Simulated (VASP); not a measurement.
WC:

```
CELL_PARAMETERS angstrom
4.78683 0.00000 0.00000
-2.39342 4.14552 0.00000
0.00000 0.00000 3.96184
ATOMIC_POSITIONS crystal
W 0.50000 0.00000 0.00000
W 0.50000 0.50000 0.00000
W 0.00000 0.50000 0.00000
C 0.00000 0.00000 0.00000
C 0.33333 0.66667 0.50000
C 0.66667 0.33333 0.50000
```

| Item | Value |
| --- | --- |
| Program | VASP 6.6.1 |
| Task | relaxation of cell and atoms |
| Functional | PBE |
| Potentials or basis | VASP PAW PBE potentials, release 64 (W_sv, C) |
| Cutoff | 600 eV |
| k mesh | 6 × 6 × 4 |
| Occupations | gaussian, width 0.1 eV |
| Spin | no spin polarisation |

At the start: pressure 9.9 GPa; volume 13.10 Å³/atom.

Problem. Where does the relaxation end?

Solution. Over 12 steps the energy falls by 726.0 meV/atom and the volume is 12.52 Å³/atom (-4.5 %); space group P6/mmm (No. 191, to 0.05 Å).

The path:
| step | energy change (eV) | largest force (eV/Å) | pressure (GPa) | volume (Å³) |
| --- | --- | --- | --- | --- |
| 1 | 0.0000 | 0.0000 | 9.89 | 78.62 |
| 2 | -3.5559 | 0.0000 | -22.91 | 83.82 |
| 3 | -3.6188 | 0.0000 | -22.63 | 83.19 |
| 4 | -3.6140 | 0.0000 | -22.11 | 83.01 |
| 5 | -2.6597 | 0.0000 | 55.01 | 65.24 |
| 6 | -4.3215 | 0.0000 | -0.58 | 75.24 |
| 7 | -4.3289 | 0.0000 | 1.50 | 74.69 |
| 8 | -4.3294 | 0.0000 | 2.20 | 74.50 |
| 9 | -4.3512 | 0.0000 | 1.95 | 74.60 |
| 10 | -4.3527 | 0.0000 | 1.94 | 74.58 |
| 11 | -4.3485 | 0.0000 | -2.87 | 75.89 |
| 12 | -4.3558 | 0.0000 | 0.02 | 75.09 |

Final structure:
```xyz
6
Lattice="5.2871 0.0000 0.0000 -2.6435 4.5787 0.0000 0.0000 0.0000 3.1019" Properties=species:S:1:pos:R:3 pbc="T T T"
W     2.6435    0.0000    0.0000
W     1.3218    2.2894    0.0000
W    -1.3218    2.2894    0.0000
C     0.0000    0.0000    0.0000
C     0.0000    3.0525    1.5509
C     2.6435    1.5262    1.5509
```

Caveat: the k points lie up to 0.51 Å⁻¹ apart in the final cell.
